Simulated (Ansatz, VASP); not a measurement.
## Two plane-wave programs on TiO2

```
Ti O
1.0
    -1.85785    1.85785    4.67118
     1.85785   -1.85785    4.67118
     1.85785    1.85785   -4.67118
Ti O
2 4
Direct
  0.00000 0.00000 0.00000
  0.75000 0.25000 0.50000
  0.20810 0.20810 0.00000
  0.95810 0.45810 0.50000
  0.54190 0.04190 0.50000
  0.79190 0.79190 0.00000
```

Alike in both runs: task single point; functional PBEsol; k mesh 8 × 8 × 8; no spin polarisation.

```csv
,VASP,Ansatz
version,VASP 6.6.1,Ansatz 0.2.0
potentials or method,"VASP PAW PBE potentials, release 64 (Ti_sv, O), cutoff 520 eV","plane waves, PAW"
occupations,"gaussian, width 0.01 eV",fixed
valence electrons in the cell,48,48
```

Ansatz gave:

```
pressure (GPa)                                                : 12.4
traceless stress, the component that is largest in VASP (GPa) : 1.17
```

What did VASP give for the same quantities?

Pressure (GPa): 13.1; traceless stress, the component that is largest in VASP (GPa): 1.24.

VASP's potentials were made for PBE, not for PBEsol.
